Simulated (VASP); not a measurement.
Crystal: PbSe.

```
Pb Se
1.0
     3.78432    0.00000    0.00000
     0.00000    3.78432    0.00000
     0.00000    0.00000    3.78432
Pb Se
1 1
Direct
  0.00000 0.00000 0.00000
  0.50000 0.50000 0.50000
```

| Property | Result |
| --- | --- |
| Program | VASP 6.6.1 |
| Task | relaxation of cell and atoms |
| Functional | RPBE |
| Potentials or basis | VASP PAW PBE potentials, release 64 (Pb_d, Se) |
| Cutoff | 600 eV |
| k mesh | 7 × 7 × 7 |
| Occupations | fermi-dirac, width 0.05 eV |
| Spin | no spin polarisation |

At the start: pressure 1.7 GPa; volume 27.10 Å³/atom.

**Question.** How do energy, volume and symmetry change on relaxing?

**Answer.** Over 3 steps the energy falls by 5.4 meV/atom and the volume is 28.14 Å³/atom (+3.8 %); space group Pm-3m (No. 221, to 0.05 Å).

The path:
| step | energy change (eV) | largest force (eV/Å) | pressure (GPa) | volume (Å³) |
| --- | --- | --- | --- | --- |
| 1 | 0.0000 | 0.0000 | 1.70 | 54.20 |
| 2 | -0.0106 | 0.0000 | -0.16 | 56.49 |
| 3 | -0.0107 | 0.0000 | 0.01 | 56.27 |

Final structure:
```yaml
crystal:
  lattice:
    - [3.83201, 0.00000, 0.00000]
    - [0.00000, 3.83201, 0.00000]
    - [0.00000, 0.00000, 3.83201]
  atoms:
    - { symbol: Pb, position: [0.00000, 0.00000, 0.00000] }
    - { symbol: Se, position: [0.50000, 0.50000, 0.50000] }
```

Caveat: the PAW data sets were made with another functional, which shifts forces and pressure a little.
